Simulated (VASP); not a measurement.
A run of VASP 6.6.1:

INCAR

```
SYSTEM = CaO
ALGO = Normal
EDIFF = 1E-8
ENCUT = 520
GGA = CA
IBRION = 8
ISIF = 2
ISMEAR = 0
LASPH = .True.
LCHARG = .False.
LEPSILON = .True.
LREAL = .False.
LWAVE = .False.
NELM = 60
NSW = 1
PREC = Accurate
SIGMA = 0.01
```

KPOINTS

```
k-points
0
Gamma
  8 8 8
  0 0 0
```

Contents of POSCAR:

```
CaO
1.0
    0.0000000000      2.3976771510      2.3976771510
    2.3976771510      0.0000000000      2.3976771510
    2.3976771510      2.3976771510      0.0000000000
Ca O
1 1
Direct
    0.0000000000      0.0000000000      0.0000000000
    0.5000000000      0.5000000000      0.5000000000
```

Potentials or basis: VASP PAW LDA potentials, release 64 (Ca_sv, O).

The run is started by

```sh
$ cat potpaw_LDA.64/Ca_sv/POTCAR potpaw_LDA.64/O/POTCAR > POTCAR
$ mpirun -np 1 vasp_std > vasp.out
```

Hardware: 1 thread of Intel(R) Xeon(R) 6975P-C (Granite Rapids), on a shared host.

Q: How long does it take, and how much memory?

A: Run time: 3 min on 1 thread of Intel(R) Xeon(R) 6975P-C (Granite Rapids), with other jobs on the host, peak memory 0.19 GiB. Counts: scf iterations 252, k points 29.
